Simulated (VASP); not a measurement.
Write the native input for VASP 6.6.1 that does the following.

```yaml
Task: relaxation of cell and atoms
Functional: LDA
Potentials_or_basis: VASP PAW LDA potentials, release 64 (Ag)
Cutoff: 600 eV
k_mesh: 9 × 9 × 9
Occupations: methfessel-paxton, width 0.1 eV
Spin: no spin polarisation
Target_pressure: 15 GPa
Dipole_correction: no
Further_INCAR_settings: ALGO = Normal; EDIFF = 1e-07; IBRION = 2; EDIFFG = -0.02; NSW = 80; ISIF = 3
```

The structure of Ag lies in POSCAR:

```
Ag
1.0
    2.6600000000      0.0000000000      0.0000000000
    0.0000000000      2.6600000000      0.0000000000
    0.0000000000      0.0000000000      2.6600000000
Ag
1
Direct
    0.0000000000      0.0000000000      0.0000000000
```

One way to write it, as run:

INCAR

```
SYSTEM = Ag
ALGO = Normal
EDIFF = 1E-7
EDIFFG = -0.02
ENCUT = 600
IBRION = 2
ISIF = 3
ISMEAR = 1
LASPH = .True.
LCHARG = .False.
LREAL = .False.
LWAVE = .False.
NELM = 100
NSW = 80
PREC = Accurate
PSTRESS = 150.0
SIGMA = 0.1
```

KPOINTS

```
k-points
0
Gamma
  9 9 9
  0 0 0
```

Potentials or basis: VASP PAW LDA potentials, release 64 (Ag).

Run with:

```bash
$ cat potpaw_LDA.64/Ag/POTCAR > POTCAR
$ mpirun -np 1 vasp_std > vasp.out
```

It gave:

```yaml
Relaxed_volume: 16.64 Å³/atom
Relaxed_cell: a = 2.553 Å, b = 2.553 Å, c = 2.553 Å, α = 90.00°, β = 90.00°, γ = 90.00°
Space_group_after_relaxing_to_0.05_Å: Pm-3m (No. 221)
Energy_change_on_relaxing_the_enthalpy_is_what_falls: +77.9 meV/atom
Ionic_steps: 5
Pressure_after_relaxing: 15.2 GPa
```

Caveat: the cell is relaxed towards a set pressure, so the enthalpy falls and the energy may rise.

Run time: 9.8 s on 1 thread of Intel(R) Xeon(R) Platinum 8488C (Sapphire Rapids) (shared host), peak memory 0.14 GiB.
